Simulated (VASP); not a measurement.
Write the native input for VASP 6.6.1 that does the following.

- Task: single point
- Functional: PBE
- Dispersion: D3(BJ)
- Potentials or basis: VASP PAW PBE potentials, release 64 (Te, Mo_sv)
- Cutoff: 520 eV
- k mesh: 9 × 9 × 1
- Occupations: gaussian, width 0.02 eV
- Spin: no spin polarisation
- Dipole correction: yes
- Further INCAR settings: ALGO = Normal; EDIFF = 1e-06; NBANDS = 20

The structure of Te2Mo lies in POSCAR:

```
Te2Mo
1.0
    3.7840000000      0.0000000000      0.0000000000
   -1.8920000000      3.2770401279      0.0000000000
    0.0000000000      0.0000000000     33.2698832047
Te Mo
2 1
Direct
    0.3333333333      0.6666666667      0.4453860421
    0.3333333333      0.6666666667      0.5546139579
    0.6666666667      0.3333333333      0.5000000000
```

One way to write it, as run:

INCAR

```
PREC = Accurate
ENCUT = 520
EDIFF = 1E-6
ISMEAR = 0
SIGMA = 0.02
LREAL = F
LASPH = T
NELM = 100
ALGO = Normal
ISIF = 2
LWAVE = F
LCHARG = F
LDIPOL = T
IDIPOL = 3
DIPOL = 0.5 0.5 0.500
GGA = PE
IVDW = 12
NBANDS = 20
```

KPOINTS

```
regular mesh
0
Gamma
  9 9 1
```

Potentials or basis: VASP PAW PBE potentials, release 64 (Te, Mo_sv).

Command:

```bash
$ cat potpaw_PBE.64/Te/POTCAR potpaw_PBE.64/Mo_sv/POTCAR > POTCAR
$ mpirun -np 1 vasp_std > vasp.out
```

It gave:

The largest force is 1.097 eV/Å, the band gap on the k mesh is 0.74 eV, direct and the dispersion energy per atom is -0.393 eV.

Caveat: spin-orbit coupling is left out, which moves the levels of the heavy elements.

It took 85 s on 1 thread of Intel(R) Xeon(R) 6975P-C (Granite Rapids), on a shared host, peak memory 0.5 GiB.
